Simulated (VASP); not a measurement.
# Al in VASP: a series of runs

The runs below take Al through single point, with LDA.

All numbers are computed with VASP 6.6.1; they aren't measurements. Logs are shortened: lines on timing, memory, paths and dates and some standing lists are left out, and cuts for length are marked.

### Step 1. The cell of the first run

The cell holds a slab with vacuum, 19 atoms: a = 5.728 Å, b = 8.591 Å, c = 15.677 Å, α = 90.00°, β = 90.00°, γ = 60.00°.

### Step 2. Single point, LDA

INCAR reads:

```
SYSTEM = Al
PREC = Accurate
ENCUT = 520
EDIFF = 1E-6
ISMEAR = -1
SIGMA = 0.1
LREAL = Auto
LASPH = .True.
NELM = 80
ALGO = Normal
ISIF = 2
LWAVE = .False.
LCHARG = .False.
NBANDS = 44
```

KPOINTS reads:

```
Automatic mesh
0
Gamma
  2 2 1
  0 0 0
```

POSCAR reads:

```
Al
1.0
    5.7275650000      0.0000000000      0.0000000000
    4.2956740000      7.4403250000      0.0000000000
    0.0000000000      0.0000000000     15.6765370000
Al
19
Direct
    0.1666684695      0.1111107378      0.0637895984
    0.6666715249      0.1111107378      0.0637895984
    0.1666708227      0.4444429511      0.0637895984
    0.6666738781      0.4444429511      0.0637895984
    0.1666731759      0.7777751644      0.0637895984
    0.6666762313      0.7777751644      0.0637895984
   -0.1167671133      0.2186598032      0.2246861025
    0.3841507903      0.2472607043      0.2359959984
   -0.0875214365      0.5553924056      0.2138227339
    0.4020817134      0.5786171975      0.2076287639
   -0.0409562831      0.9035089193      0.2299168496
    0.4849333498      0.9078232470      0.2056959391
    0.2019903233      0.0165718567      0.3708153146
    0.6650327234      0.0378478091      0.3753252392
    0.0549516803      0.4232073196      0.3879619587
    0.6070366358      0.3583042407      0.3565455815
    0.0907014360      0.7240543928      0.3750828388
    0.5757395824      0.7110442084      0.3572089933
    0.2971310147      1.2260620336      0.5023813614
```

Potentials or basis: VASP PAW LDA potentials, release 64 (Al).

Command:

```
cat potpaw_LDA.64/Al/POTCAR > POTCAR
mpirun -np 1 vasp_std > vasp.out
```

OUTCAR:

```text
SYSTEM = Al
   PREC = Accurate
   ENCUT = 520
   EDIFF = 1E-6
   ISMEAR = -1
   LREAL = Auto
   LASPH = .True.
   NELM = 80
   ISIF = 2

 ion  position               nearest neighbor table
   1  0.167  0.111  0.064-  12 2.85   4 2.86   2 2.86   3 2.86   5 2.86   2 2.86   6 2.86   7 2.89

   2  0.667  0.111  0.064-   1 2.86   3 2.86   4 2.86   6 2.86   5 2.86   1 2.86   8 3.06  11 3.13
                             7 3.15  12 3.30
   3  0.167  0.444  0.064-   9 2.68   6 2.86   4 2.86   2 2.86   5 2.86   1 2.86   4 2.86   8 3.10
                            10 3.13
   4  0.667  0.444  0.064-  10 2.64   1 2.86   3 2.86   5 2.86   6 2.86   2 2.86   3 2.86   7 3.04
                             9 3.12
   5  0.167  0.778  0.064-  10 2.74  11 2.84   6 2.86   4 2.86   3 2.86   1 2.86   2 2.86   6 2.86

   6  0.667  0.778  0.064-  12 2.47   3 2.86   5 2.86   4 2.86   2 2.86   5 2.86   1 2.86   9 2.91

   7  0.883  0.219  0.225-  16 2.51  11 2.52   8 2.75   1 2.89  13 2.90  10 2.95   9 2.99   8 3.00
                             4 3.04  12 3.15   2 3.15
   8  0.384  0.247  0.236-   9 2.70  16 2.71  12 2.72   7 2.75  14 2.78  10 2.93  15 2.94   7 3.00
                             2 3.06   3 3.10  11 3.14
   9  0.912  0.555  0.214-   3 2.68   8 2.70  12 2.79  18 2.83  10 2.83  10 2.91   6 2.91  15 2.91
                             7 2.99   4 3.12  11 3.14  17 3.32
  10  0.402  0.579  0.208-   4 2.64  11 2.70   5 2.74   9 2.83  16 2.86   9 2.91   8 2.93   7 2.95
                            18 2.99  17 3.07  12 3.09   3 3.13
  11  0.959  0.904  0.230-   7 2.52  17 2.64  10 2.70  12 2.72  14 2.72   5 2.84  13 3.02  12 3.05
                             2 3.13   8 3.14   9 3.14
  12  0.485  0.908  0.206-   6 2.47   8 2.72  11 2.72   9 2.79  18 2.81   1 2.85  13 2.95  11 3.05
                            10 3.09   7 3.15  14 3.25   2 3.30
  13  0.202  0.017  0.371-  18 2.43  14 2.75  17 2.89   7 2.90  12 2.95  19 2.96  14 2.99  11 3.02
                            15 3.17  16 3.21
  14  0.665  0.038  0.375-  17 2.58  16 2.62  11 2.72  13 2.75  19 2.76   8 2.78  13 2.99  18 3.11
                            12 3.25
  15  0.055  0.423  0.388-  19 2.38  18 2.66  17 2.70   9 2.91  16 2.93   8 2.94  16 2.96  13 3.17

  16  0.607  0.358  0.357-   7 2.51  14 2.62   8 2.71  10 2.86  15 2.93  18 2.94  15 2.96  17 3.07
                            13 3.21
  17  0.091  0.724  0.375-  14 2.58  11 2.64  15 2.70  18 2.74  13 2.89  18 3.02  10 3.07  16 3.07
                             9 3.32
  18  0.576  0.711  0.357-  13 2.43  15 2.66  17 2.74  12 2.81   9 2.83  16 2.94  10 2.99  17 3.02
                            14 3.11
  19  0.297  0.226  0.502-  15 2.38  14 2.76  13 2.96

  LATTYP: Found a simple monoclinic cell.
 ALAT       =     5.7275650000
 B/A-ratio  =     2.7370334514
 C/A-ratio  =     1.3228756151
 COS(beta)  =    -0.1889822093

  Lattice vectors:

 A1 = (   5.7275650000,   0.0000000000,   0.0000000000)
 A2 = (   0.0000000000,   0.0000000000, -15.6765370000)
 A3 = (  -1.4318910000,   7.4403250000,   0.0000000000)

Analysis of symmetry for initial positions (statically):
=====================================================================
 Subroutine PRICEL returns:
 Original cell was already a primitive cell.

 Routine SETGRP: Setting up the symmetry group for a
 simple monoclinic supercell.

 Subroutine GETGRP returns: Found  1 space group operations
 (whereof  1 operations were pure point group operations)
 out of a pool of  4 trial point group operations.

The static configuration has the point symmetry C_1 .

Analysis of symmetry for dynamics (positions and initial velocities):
=====================================================================
 Subroutine PRICEL returns:
 Original cell was already a primitive cell.

 Routine SETGRP: Setting up the symmetry group for a
 simple monoclinic supercell.

 Subroutine GETGRP returns: Found  1 space group operations
 (whereof  1 operations were pure point group operations)
 out of a pool of  4 trial point group operations.

The dynamic configuration has the point symmetry C_1 .

 Subroutine INISYM returns: Found  1 space group operations
 (whereof  1 operations are pure point group operations),
 and found     1 'primitive' translations

----------------------------------------------------------------------------------------

                                     Primitive cell

  volume of cell :     668.0548

  direct lattice vectors                    reciprocal lattice vectors
     5.727565000  0.000000000  0.000000000     0.174594265 -0.100802054  0.000000000
     4.295674000  7.440325000  0.000000000     0.000000000  0.134402731  0.000000000
     0.000000000  0.000000000 15.676537000     0.000000000  0.000000000  0.063789598

  length of vectors
     5.727565000  8.591347462 15.676537000     0.201604096  0.134402731  0.063789598

  position of ions in fractional coordinates (direct lattice)
[... 82 lines left out ...]
   PSTRESS=    0.0 pullay stress
   NELECT =      57.0000    total number of electrons
   NUPDOWN=      -1.0000    fix difference up-down
   EMIN   =  10.00;   EMAX   =-10.00  energy-range for DOS
   EFERMI =   0.00;   METHOD = LEGACY
   ISMEAR =    -1;   SIGMA  =   0.10  broadening in eV -4-tet -1-fermi 0-gaus
   EFERMI_NEDOS =   21; number of points for ismear=-14 and -15
   IALGO  =     38    algorithm
   IMIX   =      4    mixing-type and parameters
     AMIX     =   0.40;   BMIX     =  1.00
     AMIX_MAG =   1.60;   BMIX_MAG =  1.00
  volume/ion in A,a.u.               =      35.16       237.28
  Fermi-wavevector in a.u.,A,eV,Ry     =   0.720713  1.361950  7.067239  0.519427
  Thomas-Fermi vector in A             =   1.810236
   LORBIT       =      0    0 simple, 1 ext, 2 COOP (PROOUT), +10 PAW based schemes
   GGA     = CA    functional components
   LHFCALC =     F    Hartree Fock is set to
   AEXX    =    0.0000 exact exchange contribution
   IVDW    =     0    specifies the selected vdW correction
   LEPSILON=     F    determine dielectric tensor
   LRPA    =     F    only Hartree local field effects (RPA)
 non-spin polarized calculation
  energy-cutoff  :      520.00
  volume of cell :      668.05
 maximum number of plane-waves:     17987
 NGX is ok and might be reduce to    48
   NGX = 21   NGY = 31   NGZ = 59

 number of electron      57.0000000 magnetization

 Free energy of the ion-electron system (eV)
  ---------------------------------------------------
  ext. energy  EPLUGINS =         0.00000000
  ---------------------------------------------------
  free energy    TOTEN  =       -71.28320858 eV

  energy without entropy =      -70.98558103  energy(sigma->0) =      -71.13439480

 E-fermi :   1.4181     XC(G=0):  -6.2005

 val. band max:        1.3171925827   @ k =   0.0000   0.0000   0.0000
 cond. band min:       1.4367591364   @ k =   0.5000   0.5000   0.0000
 fundamental gap:      0.1195665537
 Fermi energy:         1.4180730405

 k-point     1 :       0.0000    0.0000    0.0000
  band No.  band energies     occupation
      1      -8.8378      2.00000
      2      -7.3736      2.00000
      3      -6.2476      2.00000
      4      -6.1742      2.00000
      5      -5.1888      2.00000
      6      -4.8200      2.00000
[... 32 lines left out ...]
     39       3.2936      0.00000
     40       3.5531      0.00000

 k-point     2 :       0.5000    0.0000    0.0000
  band No.  band energies     occupation
      1      -7.4900      2.00000
      2      -7.2590      2.00000
      3      -6.8132      2.00000
      4      -6.5965      2.00000
      5      -5.9691      2.00000
      6      -5.7842      2.00000
[... 32 lines left out ...]
     39       3.4897      0.00000
     40       3.7309      0.00000

 k-point     3 :       0.0000    0.5000    0.0000
  band No.  band energies     occupation
      1      -8.2255      2.00000
      2      -8.1369      2.00000
      3      -6.7510      2.00000
      4      -6.6386      2.00000
      5      -4.8361      2.00000
      6      -4.2895      2.00000
[... 32 lines left out ...]
     39       3.4151      0.00000
     40       3.6462      0.00000

 k-point     4 :       0.5000    0.5000    0.0000
  band No.  band energies     occupation
      1      -7.7894      2.00000
      2      -7.5994      2.00000
      3      -6.2951      2.00000
      4      -6.2001      2.00000
      5      -5.7490      2.00000
      6      -5.6553      2.00000
[... 32 lines left out ...]
     39       3.4965      0.00000
     40       3.5309      0.00000
 [bands above 40 left out]

------------------------ aborting loop because EDIFF is reached ----------------------------------------

  FORCE on cell =-STRESS in cart. coord.  units (eV):
  Direction    XX          YY          ZZ          XY          YZ          ZX
  --------------------------------------------------------------------------------------
  -------------------------------------------------------------------------------------
  Total      -14.6111594     -1.2132040      2.4615606     -0.8735277     -1.3894971     -1.6394531
  in kB      -35.0415409     -2.9095936      5.9034930     -2.0949574     -3.3323925     -3.9318552
  external PRESSURE =     -10.6825472 kB  Pullay stress =       0.0000000 kB

 VOLUME and BASIS-vectors are now :
 -----------------------------------------------------------------------------
  energy-cutoff  :      520.00
  volume of cell :      668.05
      direct lattice vectors                 reciprocal lattice vectors
     5.727565000  0.000000000  0.000000000     0.174594265 -0.100802054  0.000000000
     4.295674000  7.440325000  0.000000000     0.000000000  0.134402731  0.000000000
     0.000000000  0.000000000 15.676537000     0.000000000  0.000000000  0.063789598

 POSITION                                       TOTAL-FORCE (eV/Angst)
 -----------------------------------------------------------------------------------
      1.43190      0.82670      1.00000         0.132735      0.109045     -0.004169
      4.29570      0.82670      1.00000        -0.085028      0.147395      0.211278
      2.86380      3.30680      1.00000         0.168226     -0.124999     -0.146663
      5.72760      3.30680      1.00000         0.228610     -0.290240     -0.217004
      4.29570      5.78690      1.00000         0.014684      0.062368      0.129138
      7.15950      5.78690      1.00000         0.283578     -0.381600     -0.826567
[... 11 lines left out ...]
      6.35200      5.29040      5.59980         0.493623     -1.309590     -0.199044
      2.67293      1.68198      7.87560         0.523047     -1.119167      0.259895
 -----------------------------------------------------------------------------------
    total drift:                               -0.005484     -0.001670      0.002502

  FREE ENERGIE OF THE ION-ELECTRON SYSTEM (eV)
  ---------------------------------------------------
  free  energy   TOTEN  =       -71.2832085814 eV

  energy  without entropy=      -70.9855810262  energy(sigma->0) =      -71.13439480
```

Wall time 4.3 min (1 thread of AMD EPYC 7R43 (Zen 3), shared host); peak memory 0.49 GiB.

Results:

| Property | Result |
| --- | --- |
| Free energy | -71.2832 eV |
| Largest force | 1.602 eV/Å |

Forces in eV/Å, atoms in the order of the input:
```
Al   0.133  0.109 -0.004
Al  -0.085  0.147  0.211
Al   0.168 -0.125 -0.147
Al   0.229 -0.290 -0.217
Al   0.015  0.062  0.129
Al   0.284 -0.382 -0.827
Al   0.975  0.440 -0.754
Al  -0.431 -0.032 -0.463
Al  -0.180  0.230  0.473
Al  -0.062  0.071  0.563
Al  -0.182 -0.571 -0.672
Al  -0.567  0.446  1.217
Al  -0.557  1.394  0.020
Al  -0.396 -0.125  0.427
Al  -0.563  0.710 -1.320
Al   0.026  0.977  1.207
Al   0.178 -0.634  0.096
Al   0.494 -1.310 -0.199
Al   0.523 -1.119  0.260
```

Caveat: the k points lie up to 0.63 Å⁻¹ apart.

### Step 3. Single point, LDA

INCAR reads:

```
PREC = Accurate
ENCUT = 520
EDIFF = 1E-6
ISMEAR = -1
SIGMA = 0.1
LREAL = Auto
LASPH = True
NELM = 80
ALGO = Normal
ISIF = 2
LWAVE = False
LCHARG = False
GGA = CA
NBANDS = 44
```

KPOINTS reads:

```
Automatic mesh
0
Gamma
  2 2 1
```

POSCAR reads:

```
Al
1.0
    5.7275650000      0.0000000000      0.0000000000
    4.2956740000      7.4403250000      0.0000000000
    0.0000000000      0.0000000000     15.6765370000
Al
19
Direct
    0.1666684695      0.1111107378      0.0637895984
    0.6666715249      0.1111107378      0.0637895984
    0.1666708227      0.4444429511      0.0637895984
    0.6666738781      0.4444429511      0.0637895984
    0.1666731759      0.7777751644      0.0637895984
    0.6666762313      0.7777751644      0.0637895984
   -0.1076278303      0.3022448616      0.2219878025
    0.3964135846      0.2613595508      0.2161829491
   -0.1135016734      0.5661715046      0.2341078262
    0.3312669839      0.6511543515      0.2160489909
   -0.0935668760      0.9651594520      0.2071694788
    0.4417175180      0.9206318272      0.2277862770
    0.1345938006      0.0500515770      0.3829799911
    0.7175758584     -0.0789078434      0.3698138179
    0.2465270285      0.3219751825      0.3645447971
    0.6509096727      0.2902158172      0.3887912235
    0.2432630686      0.6723496621      0.3623504349
    0.7151563912      0.5925950815      0.4054913403
    0.3816115602      1.1684301425      0.4972781935
```

Potentials or basis: VASP PAW LDA potentials, release 64 (Al).

Command:

```
cat potpaw_LDA.64/Al/POTCAR > POTCAR
mpirun -np 1 vasp_std > vasp.out
```

Wall time 6.4 min (1 thread of AMD EPYC 7R43 (Zen 3), shared host); peak memory 0.5 GiB.

Results (log left out):

| Quantity | Value |
| --- | --- |
| Free energy | -69.5300 eV |
| Largest force | 4.042 eV/Å |

Forces on the atoms (eV/Å):
```
Al   0.190 -0.020  0.096
Al  -0.257  0.177 -0.469
Al  -0.007  0.042  0.098
Al  -0.018  0.166  0.038
Al  -0.129  0.160 -0.486
Al   0.057  0.005  0.113
Al  -1.454 -2.597  0.275
Al   0.643 -0.102 -0.925
Al   1.443  2.726  0.052
Al   0.525 -1.298 -1.481
Al  -0.035  0.188  0.820
Al  -0.004  0.213  0.009
Al   0.396 -1.245 -0.179
Al  -0.094  0.126  0.355
Al  -3.520  1.819 -0.799
Al   2.282  0.316  0.243
Al  -1.004  0.238  1.799
Al   0.904 -0.027 -0.348
Al   0.082 -0.887  0.791
```

Levels at points of the mesh, in eV from the Fermi level:
```tsv
k point	band 27	band 28	band 29	band 30	band 31	band 32
(0.00, 0.00, 0.00)	-0.55	-0.36	-0.19	0.21	0.23	0.54
(0.50, 0.00, 0.00)	-0.49	-0.18	-0.01	0.47	0.89	0.98
(0.00, 0.50, 0.00)	-0.75	-0.57	-0.40	-0.31	-0.14	0.34
(0.50, 0.50, 0.00)	0.16	0.25	0.43	0.72	0.78	0.91
```

Caveat: the k points lie up to 0.63 Å⁻¹ apart.

### Step 4. Single point, LDA

INCAR reads:

```
SYSTEM = Al
PREC = Accurate
ENCUT = 520
EDIFF = 1E-6
ISMEAR = -1
SIGMA = 0.1
LREAL = Auto
LASPH = .True.
NELM = 80
ALGO = Normal
ISIF = 2
LWAVE = .False.
LCHARG = .False.
NBANDS = 44
```

KPOINTS reads:

```
regular mesh
0
Gamma
  2 2 1
  0 0 0
```

POSCAR reads:

```
Al
1.0
    5.7275650000      0.0000000000      0.0000000000
    4.2956740000      7.4403250000      0.0000000000
    0.0000000000      0.0000000000     15.6765370000
Al
19
Direct
    0.1666684695      0.1111107378      0.0637895984
    0.6666715249      0.1111107378      0.0637895984
    0.1666708227      0.4444429511      0.0637895984
    0.6666738781      0.4444429511      0.0637895984
    0.1666731759      0.7777751644      0.0637895984
    0.6666762313      0.7777751644      0.0637895984
   -0.0656577765      0.2678646430      0.2385858560
    0.5071283158      0.2701763700      0.2184155850
   -0.0222251775      0.5287403440      0.1958914778
    0.5088890854      0.5931326925      0.2340823104
   -0.1061135758      0.8757816359      0.2258279364
    0.3901565155      0.9495956158      0.2253495144
    0.2514075728     -0.0929663691      0.4059251096
    0.6791024157     -0.0772412495      0.3930332318
    0.1707974591      0.3158867388      0.3660310948
    0.7020112473      0.3219483020      0.3866670298
    0.1664083577      0.6076078666      0.3707004934
    0.7387406326      0.6157392318      0.4527339169
    0.1508472174      1.1740212961      0.4947521254
```

Command:

```
cat potpaw_LDA.64/Al/POTCAR > POTCAR
mpirun -np 1 vasp_std > vasp.out
```

Wall time 4.4 min (1 thread of AMD EPYC 7R43 (Zen 3), shared host); peak memory 0.49 GiB.

It converged, with:

```
Free energy   : -69.8801 eV
Largest force : 2.878 eV/Å
```

Forces on the atoms (eV/Å):
```
Al  -0.084  0.075  0.021
Al   0.063 -0.093  0.041
Al   0.778 -0.900 -2.250
Al   0.187 -0.185  0.275
Al   0.130  0.039  0.230
Al  -0.056  0.106 -0.011
Al   0.376 -1.499 -0.861
Al  -1.251 -0.166  0.154
Al   0.406  1.472  2.440
Al  -0.908  0.652  0.351
Al   0.716 -0.010  0.062
Al  -0.484  0.195  0.293
Al  -1.513 -0.585 -0.603
Al   0.989  0.756 -0.156
Al   1.153 -0.066 -1.166
Al  -0.809 -0.235  0.363
Al   0.874  0.978 -0.340
Al  -0.261 -0.540 -0.100
Al  -0.307  0.007  1.256
```

Levels at points of the mesh, in eV from the Fermi level:
| k point | band 24 | band 25 | band 26 | band 27 | band 28 | band 29 | band 30 | band 31 | band 32 | band 33 |
| --- | --- | --- | --- | --- | --- | --- | --- | --- | --- | --- |
| (0.00, 0.00, 0.00) | -1.33 | -1.10 | -0.69 | -0.67 | -0.49 | -0.04 | 0.22 | 0.37 | 0.54 | 0.72 |
| (0.50, 0.00, 0.00) | -0.96 | -0.63 | -0.55 | -0.51 | -0.17 | 0.00 | 0.25 | 0.58 | 0.88 | 0.97 |
| (0.00, 0.50, 0.00) | -1.37 | -1.27 | -1.21 | -1.07 | -0.84 | -0.58 | -0.45 | -0.15 | -0.05 | 0.59 |
| (0.50, 0.50, 0.00) | -0.38 | -0.13 | -0.01 | 0.21 | 0.41 | 0.41 | 0.76 | 0.85 | 0.97 | 1.08 |

Caveat: the k points lie up to 0.63 Å⁻¹ apart.

### Step 5. Single point, LDA

INCAR reads:

```
SYSTEM = Al
  PREC = Accurate
  ENCUT = 520
  EDIFF = 1E-7
  ISMEAR = -1
  SIGMA = 0.1
  LREAL = Auto
  LASPH = .TRUE.
  NELM = 100
  ALGO = Normal
  ISIF = 2
  LWAVE = .FALSE.
  LCHARG = .FALSE.
  GGA = CA
  NBANDS = 44
```

KPOINTS reads:

```
Automatic mesh
0
G
  2 2 1
  0 0 0
```

POSCAR reads:

```
Al
1.0
    5.7275650000      0.0000000000      0.0000000000
    4.2956740000      7.4403250000      0.0000000000
    0.0000000000      0.0000000000     15.6765370000
Al
19
Direct
    0.1666684695      0.1111107378      0.0637895984
    0.6666715249      0.1111107378      0.0637895984
    0.1666708227      0.4444429511      0.0637895984
    0.6666738781      0.4444429511      0.0637895984
    0.1666731759      0.7777751644      0.0637895984
    0.6666762313      0.7777751644      0.0637895984
    0.0425311513      0.2843558581      0.2410864083
    0.6284578163      0.1578022465      0.2377438333
   -0.1351450474      0.5838320235      0.3409554036
    0.4346249967      0.5382291768      0.2000696965
   -0.1155211414      0.8666288099      0.2649182023
    0.3369643888      0.9023530558      0.2436635081
    0.4545218796     -0.1330183829      0.4236522390
    0.9956079820     -0.0683034679      0.4450536493
    0.4195896471      0.1705839463      0.4237925761
    0.6155527818      0.3922274901      0.3494457992
    0.2389984049      0.5341702143      0.4490468781
    0.7465542680      0.5457960506      0.4991408498
   -0.0470556943      1.2314515831      0.4988601756
```

Command:

```
cat potpaw_LDA.64/Al/POTCAR > POTCAR
mpirun -np 1 vasp_std > vasp.out
```

It took 4.4 min on 1 thread of AMD EPYC 7R43 (Zen 3), shared host; peak memory 0.49 GiB.

It converged, with:

```
Free energy   : -68.7969 eV
Largest force : 3.891 eV/Å
```

Forces on the atoms (eV/Å):
```
Al   0.154 -0.078  0.380
Al  -0.137 -0.027  0.097
Al   0.071 -0.149  0.315
Al   0.509 -0.386 -0.894
Al   0.080  0.154  0.231
Al  -0.169  0.178  0.357
Al   0.160 -0.145 -0.426
Al  -0.590  3.280 -0.711
Al   0.052  0.276 -1.302
Al  -0.562  0.804  1.200
Al   0.148 -3.841  0.609
Al   0.270 -0.113 -0.269
Al   0.973 -0.669  0.007
Al  -1.870 -0.097 -0.097
Al   1.092  0.645 -0.293
Al   0.531 -0.658 -0.174
Al  -0.318  0.747  1.280
Al  -0.095  1.649 -0.042
Al  -0.298 -1.570 -0.269
```

Levels at points of the mesh, in eV from the Fermi level:
```tsv
k point	band 26	band 27	band 28	band 29	band 30	band 31
(0.00, 0.00, 0.00)	-0.86	-0.78	-0.51	-0.15	0.09	0.35
(0.50, 0.00, 0.00)	-0.63	-0.56	-0.15	0.06	0.25	0.48
(0.00, 0.50, 0.00)	-1.21	-1.04	-0.84	-0.59	-0.48	-0.31
(0.50, 0.50, 0.00)	0.09	0.11	0.34	0.62	0.80	0.98
```

Caveat: the k points lie up to 0.63 Å⁻¹ apart.
